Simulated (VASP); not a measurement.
Here is a VASP 6.6.1 calculation.

POSCAR

```
BaTe
1.0
    0.0000000000      3.5333946272      3.5333946272
    3.5333946272      0.0000000000      3.5333946272
    3.5333946272      3.5333946272      0.0000000000
Ba Te
1 1
Direct
    0.0000000000      0.0000000000      0.0000000000
    0.5000000000      0.5000000000      0.5000000000
```

The input INCAR.step1:

```
  PREC = Accurate
  ENCUT = 520
  ISMEAR = 0
  SIGMA = 0.01
  LREAL = False
  LASPH = True
  NELM = 60
  NBANDS = 15
  GGA = PE
  ALGO = Normal
  EDIFF = 1E-4
  LWAVE = True
  LCHARG = False
```

File INCAR.step2:

```
  PREC = Accurate
  ENCUT = 520
  EDIFF = 1E-7
  ISMEAR = 0
  SIGMA = 0.01
  LREAL = False
  LASPH = True
  NELM = 60
  ALGO = Normal
  ISIF = 2
  LWAVE = False
  LCHARG = False
  METAGGA = R2SCAN
  LMIXTAU = True
  NBANDS = 15
  ISTART = 1
```

File KPOINTS:

```
regular mesh
0
Gamma
  4 4 4
```

Potentials or basis: VASP PAW PBE potentials, release 64 (Ba_sv, Te).

Run with:

```console
$ cat potpaw_PBE.64/Ba_sv/POTCAR potpaw_PBE.64/Te/POTCAR > POTCAR
$ cp INCAR.step1 INCAR
$ mpirun -np 1 vasp_std > vasp.out
$ cp INCAR.step2 INCAR
$ mpirun -np 1 vasp_std > vasp.out
```

Q: Estimate the band gap on the k mesh.

A: 1.93 eV, indirect (least direct gap 2.32 eV).

Q: What does it give for the pressure?

A: 0.3 GPa.

Caveat: the PAW data sets were made with another functional, which shifts forces and pressure a little; spin-orbit coupling is left out, which moves the levels of the heavy elements. A k mesh can miss the band edges.
